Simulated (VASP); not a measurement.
Input of a VASP 6.6.1 run:

Contents of INCAR:

```
PREC     = Accurate       # precision mode
ENCUT    = 520            # plane-wave cutoff, eV
EDIFF    = 1E-6           # SCF threshold, eV
ISMEAR   = -1             # smearing method
SIGMA    = 0.05           # smearing width, eV
LREAL    = False          # projectors in reciprocal space
LASPH    = True           # aspherical terms in the spheres
NELM     = 80             # most SCF steps
ALGO     = Normal         # electronic algorithm
ISIF     = 2              # what is computed and relaxed
LWAVE    = False          # write WAVECAR
LCHARG   = False          # write CHGCAR
GGA      = PE             # functional
NBANDS   = 10             # bands
```

The input KPOINTS:

```
regular mesh
0
Gamma
  17 17 17
```

The input POSCAR:

```
Re
1.0
    0.0000000000      1.7380337600      1.7380337600
    1.7380337600      0.0000000000      1.7380337600
    1.7380337600      1.7380337600      0.0000000000
Re
1
Direct
    0.0000000000      0.0000000000      0.0000000000
```

Potentials or basis: VASP PAW PBE potentials, release 64 (Re).

Launch:

```console
$ cat potpaw_PBE.64/Re/POTCAR > POTCAR
$ mpirun -np 1 vasp_std > vasp.out
```

**Question.** Estimate the pressure.

**Answer.** 284.3 GPa.
